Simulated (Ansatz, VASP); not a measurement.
## One calculation of Ge, two programs

```xyz
1
Lattice="15.0000 0.0000 0.0000 0.0000 15.5000 0.0000 0.0000 0.0000 16.0000" Properties=species:S:1:pos:R:3 pbc="T T T"
Ge    7.5000    7.7500    8.0000
```

Alike in both runs: task single point; functional PBE; dispersion D3(BJ); k mesh 1 × 1 × 1; occupations gaussian, width 0.005 eV; collinear spin.

```csv
,VASP,Ansatz
version,VASP 6.6.1,Ansatz 0.2.0
potentials or method,"VASP PAW PBE potentials, release 64 (Ge_d), cutoff 520 eV","scalar-relativistic, plane waves, PAW"
valence electrons in the cell,14,14
```

VASP gave:

- gap on the k mesh at the Fermi level (eV): 0.14
- net moment per atom (μB): 2.00
- size of the moment on the site where the two differ most (μB): 0.76

Q: Which values does Ansatz return?

A: gap on the k mesh at the Fermi level (eV): 0.15; net moment per atom (μB): 2.00; size of the moment on the site where the two differ most (μB): 2.00.

Site moments also hang on the region over which each program counts them. Ansatz's warnings: lower state not reached, negative dielectric reading, stability check not made.
